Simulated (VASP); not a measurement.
Write the native input for VASP 6.6.1 that does the following.

- Task: single point
- Functional: HSE06
- Potentials or basis: VASP PAW PBE potentials, release 64 (Hf_pv, N)
- Cutoff: 520 eV
- k mesh: 4 × 4 × 4
- Occupations: fermi-dirac, width 0.1 eV
- Spin: no spin polarisation
- Dipole correction: no
- Grid for exact exchange (PRECFOCK): Normal
- Further INCAR settings: ALGO = Normal; EDIFF = 1e-06; NBANDS = 14
- Screening parameter: 0.2079 1/Å

The system is HfN (rock salt type).

```
CELL_PARAMETERS angstrom
0.00000 2.26500 2.26500
2.26500 0.00000 2.26500
2.26500 2.26500 0.00000
ATOMIC_POSITIONS crystal
Hf 0.00765 0.00765 0.00765
N 0.50000 0.50000 0.50000
```

One way to write it, as run:

POSCAR

```
HfN
1.0
    0.0000000000      2.2650000000      2.2650000000
    2.2650000000      0.0000000000      2.2650000000
    2.2650000000      2.2650000000      0.0000000000
Hf N
1 1
Direct
    0.0076470234      0.0076470234      0.0076470234
    0.5000000000      0.5000000000      0.5000000000
```

INCAR.step1

```
PREC = Accurate
ENCUT = 520
EDIFF = 1E-5
ISMEAR = -1
SIGMA = 0.1
LREAL = False
LASPH = True
NELM = 100
ALGO = Normal
ISIF = 2
LWAVE = True
LCHARG = False
NBANDS = 14
GGA = PE
```

INCAR.step2

```
PREC = Accurate
ENCUT = 520
EDIFF = 1E-6
ISMEAR = -1
SIGMA = 0.1
LREAL = False
LASPH = True
NELM = 100
ALGO = Normal
ISIF = 2
LWAVE = False
LCHARG = False
GGA = PE
LHFCALC = True
HFSCREEN = 0.2079
PRECFOCK = Normal
NBANDS = 14
ISTART = 1
```

KPOINTS

```
regular mesh
0
Gamma
  4 4 4
```

Potentials or basis: VASP PAW PBE potentials, release 64 (Hf_pv, N).

Command:

```bash
$ cat potpaw_PBE.64/Hf_pv/POTCAR potpaw_PBE.64/N/POTCAR > POTCAR
$ cp INCAR.step1 INCAR
$ mpirun -np 1 vasp_std > vasp.out
$ cp INCAR.step2 INCAR
$ mpirun -np 1 vasp_std > vasp.out
```

Results of the run:

* Pressure: -5.5 GPa
* Largest force: 0.686 eV/Å

Caveat: the k points lie up to 0.60 Å⁻¹ apart; the PAW data sets were made with another functional, which shifts forces and pressure a little.

Wall time 3.3 min on 1 thread of AMD EPYC 9R14 (Zen 4), with other jobs on the host, peak memory 0.22 GiB.
